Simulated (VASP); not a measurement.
# Ni (P6/mmm) in VASP: relaxation of cell and atoms with PBE

Aim: the relaxation of cell and atoms of Ni with PBE.

Program: VASP 6.6.1. These are calculated values, not measurements. Logs are shortened: lines on timing, memory, paths and dates and some standing lists are left out, and cuts for length are marked.

## 1. The cell of the first run

The structure is hexagonal, space group P6/mmm (No. 191). Conventional cell: a = 3.954 Å, b = 3.954 Å, c = 2.424 Å, α = 90.00°, β = 90.00°, γ = 120.00°. Ni (site symmetry 6/mmm) has 14 Ni at 2.42 to 2.58 Å within 3.2 Å. Ni (site symmetry -6m2) has 11 Ni at 2.28 to 2.58 Å within 3.0 Å.

This isn't the form of Ni at room conditions, which is fcc.

## 2. Relaxation of cell and atoms, PBE, collinear spin, ferromagnetic start

File INCAR:

```
SYSTEM = Ni
  PREC = Accurate
  ENCUT = 600
  EDIFF = 1E-7
  ISMEAR = -1
  SIGMA = 0.05
  LREAL = .False.
  LASPH = .True.
  NELM = 200
  ALGO = Normal
  ISIF = 3
  LWAVE = .False.
  LCHARG = .False.
  ISPIN = 2
  MAGMOM = 0.8 0.8 0.8
  LORBIT = 11
  LMAXMIX = 4
  GGA = PE
  IBRION = 2
  NSW = 80
  EDIFFG = -0.01
  GGA_COMPAT = .False.
  NELMIN = 4
```

File KPOINTS:

```
regular mesh
0
Gamma
  9 9 13
  0 0 0
```

File POSCAR:

```
Ni
1.0
    3.9540713024      0.0000000000      0.0000000000
   -1.9770356512      3.4243261962      0.0000000000
    0.0000000000      0.0000000000      2.4238457083
Ni
3
Direct
    0.0000000000      0.0000000000      0.0000000000
    0.3333333333      0.6666666667      0.5000000000
    0.6666666667      0.3333333333      0.5000000000
```

Potentials or basis: VASP PAW PBE potentials, release 64 (Ni).

On the command line:

```bash
$ cat potpaw_PBE.64/Ni/POTCAR > POTCAR
$ mpirun -np 1 vasp_std > vasp.out
```

OUTCAR:

```text
SYSTEM = Ni
   PREC = Accurate
   ENCUT = 600
   EDIFF = 1E-7
   ISMEAR = -1
   LREAL = .False.
   LASPH = .True.
   NELM = 200
   ISIF = 3
   ISPIN = 2
   LORBIT = 11
   GGA = PE
   IBRION = 2
   NSW = 80
   EDIFFG = -0.01
   NELMIN = 4

 ion  position               nearest neighbor table
   1  0.000  0.000  0.000-   2 2.58   3 2.58   2 2.58   3 2.58   2 2.58   2 2.58   3 2.58   3 2.58
                             3 2.58   3 2.58   2 2.58   2 2.58
   2  0.333  0.667  0.500-   3 2.28   3 2.28   3 2.28   1 2.58   1 2.58   1 2.58   1 2.58   1 2.58
                             1 2.58
   3  0.667  0.333  0.500-   2 2.28   2 2.28   2 2.28   1 2.58   1 2.58   1 2.58   1 2.58   1 2.58
                             1 2.58

  LATTYP: Found a hexagonal cell.
 ALAT       =     3.9540713024
 C/A-ratio  =     0.6130000000

  Lattice vectors:

 A1 = (   3.9540713024,   0.0000000000,   0.0000000000)
 A2 = (  -1.9770356512,   3.4243261962,   0.0000000000)
 A3 = (   0.0000000000,   0.0000000000,   2.4238457083)

Analysis of symmetry for initial positions (statically):
=====================================================================
 Subroutine PRICEL returns:
 Original cell was already a primitive cell.

 Routine SETGRP: Setting up the symmetry group for a
 hexagonal supercell.

 Subroutine GETGRP returns: Found 24 space group operations
 (whereof 24 operations were pure point group operations)
 out of a pool of 24 trial point group operations.

The static configuration has the point symmetry D_6h.

Analysis of symmetry for dynamics (positions and initial velocities):
=====================================================================
 Subroutine PRICEL returns:
 Original cell was already a primitive cell.

 Routine SETGRP: Setting up the symmetry group for a
 hexagonal supercell.

 Subroutine GETGRP returns: Found 24 space group operations
 (whereof 24 operations were pure point group operations)
 out of a pool of 24 trial point group operations.

The dynamic configuration has the point symmetry D_6h.

Analysis of structural, dynamic, and magnetic symmetry:
=====================================================================
 Subroutine PRICEL returns:
 Original cell was already a primitive cell.

 Routine SETGRP: Setting up the symmetry group for a
 hexagonal supercell.

 Subroutine GETGRP returns: Found 24 space group operations
 (whereof 24 operations were pure point group operations)
 out of a pool of 24 trial point group operations.

The overall configuration has the point symmetry D_6h.

 Subroutine INISYM returns: Found 24 space group operations
 (whereof 24 operations are pure point group operations),
 and found     1 'primitive' translations

----------------------------------------------------------------------------------------

                                     Primitive cell

  volume of cell :      32.8189

  direct lattice vectors                    reciprocal lattice vectors
     3.954071302  0.000000000  0.000000000     0.252903887  0.146014127  0.000000000
    -1.977035651  3.424326196  0.000000000     0.000000000  0.292028254  0.000000000
     0.000000000  0.000000000  2.423845708     0.000000000  0.000000000  0.412567515

  length of vectors
     3.954071302  3.954071302  2.423845708     0.292028254  0.292028254  0.412567515

  position of ions in fractional coordinates (direct lattice)
     0.000000000  0.000000000  0.000000000
     0.333333333  0.666666667  0.500000000
     0.666666667  0.333333333  0.500000000

  ion indices of the primitive-cell ions
   primitive index   ion index
                 1           1
                 2           2
                 3           3

----------------------------------------------------------------------------------------

 KPOINTS: regular mesh

Automatic generation of k-mesh.
 Grid dimensions read from file:
 generate k-points for:    9    9   13

 Generating k-lattice:

  Cartesian coordinates                     Fractional coordinates (reciprocal lattice)
     0.028100432  0.016223792  0.000000000     0.111111111  0.000000000  0.000000000
     0.000000000  0.032447584  0.000000000     0.000000000  0.111111111  0.000000000
     0.000000000  0.000000000  0.031735963     0.000000000  0.000000000  0.076923077

  Length of vectors
     0.032447584  0.032447584  0.031735963

  Shift w.r.t. Gamma in fractional coordinates (k-lattice)
     0.000000000  0.000000000  0.000000000

 Subroutine IBZKPT returns following result:
 ===========================================

 Found     84 irreducible k-points:

 Following reciprocal coordinates:
            Coordinates               Weight
  0.000000  0.000000  0.000000      1.000000
  0.111111  0.000000  0.000000      6.000000
  0.222222  0.000000  0.000000      6.000000
  0.333333  0.000000  0.000000      6.000000
  0.444444  0.000000  0.000000      6.000000
  0.111111  0.111111  0.000000      6.000000
[... 16 lines left out ...]
  0.333333  0.222222  0.076923     24.000000
  0.333333  0.333333  0.076923      4.000000
 [... further k-points ...]
   k-points           NKPTS =     84   k-points in BZ     NKDIM =     84   number of bands    NBANDS=     20
   number of dos      NEDOS =    301   number of ions     NIONS =      3
   total plane-waves  NPLWV =  20480
   dimension x,y,z NGX =    32 NGY =   32 NGZ =   20
   dimension x,y,z NGXF=    64 NGYF=   64 NGZF=   40
   ions per type =               3
   NGX,Y,Z   is equivalent  to a cutoff of  13.45, 13.45, 13.72 a.u.
   NGXF,Y,Z  is equivalent  to a cutoff of  26.91, 26.91, 27.44 a.u.
 SYSTEM =  Ni
   PREC   = accura    normal or accurate (medium, high low for compatibility)
   ISTART =      0    job   : 0-new  1-cont  2-samecut
   ICHARG =      2    charge: 1-file 2-atom 10-const
   ISPIN  =      2    spin polarized calculation?
   LNONCOLLINEAR =      F non collinear calculations
   LSORBIT =      F    spin-orbit coupling
   LASPH  =      T    aspherical Exc in radial PAW
   ENCUT  =  600.0 eV  44.10 Ry    6.64 a.u.   7.90  7.90  4.84*2*pi/ulx,y,z
   NELM   =    200;   NELMIN=  4; NELMDL= -5     # of ELM steps
   EDIFF  = 0.1E-06   stopping-criterion for ELM
   LREAL  =      F    real-space projection
   EDIFFG = -.1E-01   stopping-criterion for IOM
   NSW    =     80    number of steps for IOM
   IBRION =      2    ionic relax: 0-MD 1-quasi-New 2-CG
   NFREE  =      1    steps in history (QN), initial steepest desc. (CG)
   ISIF   =      3    stress and relaxation
   ISYM   =      2    0-nonsym 1-usesym 2-fastsym
   POTIM  = 0.5000    time-step for ionic-motion
   TEBEG  =    0.0;   TEEND  =   0.0 temperature during run
   PSTRESS=    0.0 pullay stress
   NELECT =      30.0000    total number of electrons
   NUPDOWN=      -1.0000    fix difference up-down
   EMIN   =  10.00;   EMAX   =-10.00  energy-range for DOS
   EFERMI =   0.00;   METHOD = LEGACY
   ISMEAR =    -1;   SIGMA  =   0.05  broadening in eV -4-tet -1-fermi 0-gaus
   EFERMI_NEDOS =   21; number of points for ismear=-14 and -15
   IALGO  =     38    algorithm
   IMIX   =      4    mixing-type and parameters
     AMIX     =   0.40;   BMIX     =  1.00
     AMIX_MAG =   1.60;   BMIX_MAG =  1.00
  volume/ion in A,a.u.               =      10.94        73.82
  Fermi-wavevector in a.u.,A,eV,Ry     =   1.588816  3.002428 34.345698  2.524338
  Thomas-Fermi vector in A             =   2.687762
   LORBIT       =     11    0 simple, 1 ext, 2 COOP (PROOUT), +10 PAW based schemes
   GGA     = PE    functional components
   LHFCALC =     F    Hartree Fock is set to
   AEXX    =    0.0000 exact exchange contribution
   IVDW    =     0    specifies the selected vdW correction
   LEPSILON=     F    determine dielectric tensor
   LRPA    =     F    only Hartree local field effects (RPA)
 conjugate gradient relaxation of ions
 spin polarized calculation
  energy-cutoff  :      600.00
  volume of cell :       32.82
 maximum number of plane-waves:      1110
 NGX is ok and might be reduce to    32
   NGX = 15   NGY = 15   NGZ =  9

--------------------------------------- Ionic step        1  -------------------------------------------

 number of electron      30.0000011 magnetization       1.8829637

 Free energy of the ion-electron system (eV)
  ---------------------------------------------------
  ext. energy  EPLUGINS =         0.00000000
  ---------------------------------------------------
  free energy    TOTEN  =       -16.05900891 eV

  energy without entropy =      -16.00814224  energy(sigma->0) =      -16.03357558

------------------------ aborting loop because EDIFF is reached ----------------------------------------

  FORCE on cell =-STRESS in cart. coord.  units (eV):
  Direction    XX          YY          ZZ          XY          YZ          ZX
  --------------------------------------------------------------------------------------
  -------------------------------------------------------------------------------------
  Total        0.9060196      0.9060196      0.0848280      0.0000000      0.0000000      0.0000000
  in kB       44.2306754     44.2306754      4.1411919      0.0000000      0.0000000      0.0000000
  external PRESSURE =      30.8675143 kB  Pullay stress =       0.0000000 kB
[... 96 lines left out ...]
  energy  without entropy=      -16.0143580977  energy(sigma->0) =      -16.04045485

--------------------------------------- Ionic step        4  -------------------------------------------

 number of electron      30.0000016 magnetization       1.9004570

 Free energy of the ion-electron system (eV)
  ---------------------------------------------------
  ext. energy  EPLUGINS =         0.00000000
  ---------------------------------------------------
  free energy    TOTEN  =       -16.06707828 eV

  energy without entropy =      -16.01480221  energy(sigma->0) =      -16.04094025

 E-fermi :   9.0798     XC(G=0): -13.1234

 val. band max:        9.0772412442   @ k =   0.4444   0.1111   0.0000
 cond. band min:       9.0799663272   @ k =   0.4444   0.1111   0.3846
 fundamental gap:      0.0027250830
 Fermi energy:         9.0798463634

 spin component 1

 k-point     1 :       0.0000    0.0000    0.0000
  band No.  band energies     occupation
      1       0.2265      1.00000
      2       4.9223      1.00000
      3       5.9991      1.00000
      4       5.9991      1.00000
      5       6.0070      1.00000
      6       6.0070      1.00000
[... 12 lines left out ...]
     19      15.1002      0.00000
[... 515 lines left out ...]
      6       6.1959      1.00000
[... 12 lines left out ...]
     19      20.2940      0.00000
     20      20.3678      0.00000

 [... further k-points ...]

 spin component 2

 k-point     1 :       0.0000    0.0000    0.0000
  band No.  band energies     occupation
      1       0.2018      1.00000
      2       5.4768      1.00000
      3       6.4869      1.00000
      4       6.4869      1.00000
      5       6.5295      1.00000
      6       6.5295      1.00000
[... 12 lines left out ...]
     19      15.3316      0.00000
[... 560 lines left out ...]
  FREE ENERGIE OF THE ION-ELECTRON SYSTEM (eV)
  ---------------------------------------------------
  free  energy   TOTEN  =       -16.0670782810 eV

  energy  without entropy=      -16.0148022096  energy(sigma->0) =      -16.04094025

 reached required accuracy - stopping structural energy minimisation

 total charge

# of ion       s       p       d       tot
------------------------------------------
    1        0.471   0.463   8.301   9.235
    2        0.504   0.488   8.330   9.322
    3        0.504   0.488   8.330   9.322
--------------------------------------------------
tot          1.479   1.439  24.962  27.879

 magnetization (x)

# of ion       s       p       d       tot
------------------------------------------
    1       -0.003  -0.023   0.641   0.615
    2       -0.006  -0.021   0.686   0.659
    3       -0.006  -0.021   0.686   0.659
--------------------------------------------------
tot         -0.014  -0.066   2.013   1.934
```

Wall time 12 min (1 thread of Oxide Virtual Turin-like, shared host); peak memory 0.21 GiB.

What came out:

```
Free energy                                           : -16.0671 eV
Relaxed volume                                        : 11.11 Å³/atom
Relaxed cell                                          : a = 3.991 Å, b = 3.991 Å, c = 2.416 Å, α = 90.00°, β = 90.00°, γ = 120.00°
Space group after relaxing (to 0.1 Å)                 : P6/mmm (No. 191)
Energy gained by relaxing                             : 2.7 meV/atom
Ionic steps                                           : 4
Pressure after relaxing                               : 0.0 GPa
Net moment                                            : 1.90 μB per cell
Site moments                                          : Ni +0.61, +0.66 (each value once) μB
Valence electrons inside the program's atomic spheres : Ni 9.23, 9.32 (each value once)
```

The path:
| step | energy change (eV) | largest force (eV/Å) | pressure (GPa) | volume (Å³) |
| --- | --- | --- | --- | --- |
| 1 | 0.0000 | 0.0000 | 3.09 | 32.82 |
| 2 | -0.0038 | 0.0000 | -2.67 | 33.83 |
| 3 | -0.0075 | 0.0000 | -0.38 | 33.40 |
| 4 | -0.0081 | 0.0000 | 0.03 | 33.32 |

Final structure:
```xyz
3
Lattice="3.9906 0.0000 0.0000 -1.9953 3.4560 0.0000 0.0000 0.0000 2.4162" Properties=species:S:1:pos:R:3 pbc="T T T"
Ni    3.9906    0.0000    0.0000
Ni    0.0000    2.3040    1.2081
Ni    1.9953    1.1520    1.2081
```
